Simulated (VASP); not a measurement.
Crystal: CdS.

```
Cd S
1.0
     0.00000    2.91650    2.91650
     2.91650    0.00000    2.91650
     2.91650    2.91650    0.00000
Cd S
1 1
Direct
  0.84250 0.05250 0.05250
  0.40750 0.19750 0.19750
```

This cell differs from its parent crystal: shortest bond scaled by 0.58, partial waves polarizable.

Base run:

| Item | Value |
| --- | --- |
| Program | VASP 6.6.1 |
| Functional | PBEsol |
| Potentials or basis | VASP PAW PBE potentials, release 64 (Cd_sv_GW, S) |
| Cutoff | 630 eV |
| k mesh | 7 × 7 × 7 |
| Occupations | fermi-dirac, width 0.03 eV |
| Spin | no spin polarisation |

Its results: band gap on the k mesh 1.29 eV (least direct gap 1.35 eV); pressure 101.4 GPa; largest force 67.001 eV/Å.

Question: The run is repeated on the same cell with these changes: cutoff from 630 eV to 470 eV; further incar settings from ALGO = Normal; EDIFF = 1e-06; NBANDS = 20 to ALGO = Normal; EDIFF = 1e-08; NBANDS = 20. What comes out?

Answer: Band gap on the k mesh 1.29 eV (least direct gap 1.35 eV); pressure 100.2 GPa; largest force 66.984 eV/Å.

Caveats: atoms lie so close that the PAW spheres overlap strongly, which falsifies energies and pressures; the cell stands under pressure; the PAW data sets were made with another functional, which shifts forces and pressure a little.

A k mesh can miss the band edges.
